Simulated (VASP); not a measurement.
A run of VASP 6.6.1 is set up as follows.

File POSCAR:

```
BN
1.0
    2.5439499968      0.0000000000      0.0000000000
   -1.2719749984      2.2031253232      0.0000000000
    0.0000000000      0.0000000000      4.2078153299
B N
2 2
Direct
    0.3333333333      0.6666666667      0.0002034648
    0.6666666667      0.3333333333      0.5002034648
    0.3333333333      0.6666666667      0.3747965352
    0.6666666667      0.3333333333      0.8747965352
```

Contents of INCAR.step1:

```
SYSTEM = BN
PREC = Accurate
ENCUT = 500
EDIFF = 1E-8
ISMEAR = 0
SIGMA = 0.01
LREAL = .False.
LASPH = .True.
NELM = 80
ALGO = Normal
LWAVE = .True.
LCHARG = .False.
GGA = PE
```

The input INCAR.step2:

```
SYSTEM = BN
PREC = Accurate
ENCUT = 500
EDIFF = 1E-8
ISMEAR = 0
SIGMA = 0.01
LREAL = .False.
LASPH = .True.
NELM = 1
ALGO = Exact
LWAVE = .True.
LCHARG = .False.
GGA = PE
NBANDS = 96
LOPTICS = .True.
ISTART = 1
```

Contents of INCAR.step3:

```
SYSTEM = BN
PREC = Accurate
ENCUT = 500
EDIFF = 1E-8
ISMEAR = 0
SIGMA = 0.01
LREAL = .False.
LASPH = .True.
ALGO = EVGW0
LWAVE = .False.
LCHARG = .False.
GGA = PE
NELMGW = 1
NBANDS = 96
ENCUTGW = 140.0
NOMEGA = 96
PRECFOCK = Fast
ISTART = 1
NBANDSGW = 16
OMEGAMAX = 20
```

KPOINTS

```
Automatic mesh
0
Gamma
  6 6 4
  0 0 0
```

Potentials or basis: VASP PAW PBE potentials, release 64 (B_GW, N_GW).

Launch:

```bash
$ cat potpaw_PBE.64/B_GW/POTCAR potpaw_PBE.64/N_GW/POTCAR > POTCAR
$ cp INCAR.step1 INCAR
$ mpirun -np 1 vasp_std > vasp.out
$ cp INCAR.step2 INCAR
$ mpirun -np 1 vasp_std > vasp.out
$ cp INCAR.step3 INCAR
$ mpirun -np 1 vasp_std > vasp.out
```

(1) Predict the quasiparticle gap.

(2) What does it give for the least direct quasiparticle gap?

(3) Predict the band gap of the starting levels on the mesh.

(4) Estimate the least direct gap of the starting levels on the mesh.

Answers

(1) 6.61 eV.

(2) 10.19 eV.

(3) 5.19 eV.

(4) 8.32 eV.

Caveat: the k points lie up to 0.48 Å⁻¹ apart; bands, screening cutoff and mesh are small and nothing is extrapolated, so the quasiparticle values aren't converged; the structure was generated, so it needn't be the stable form of BN.
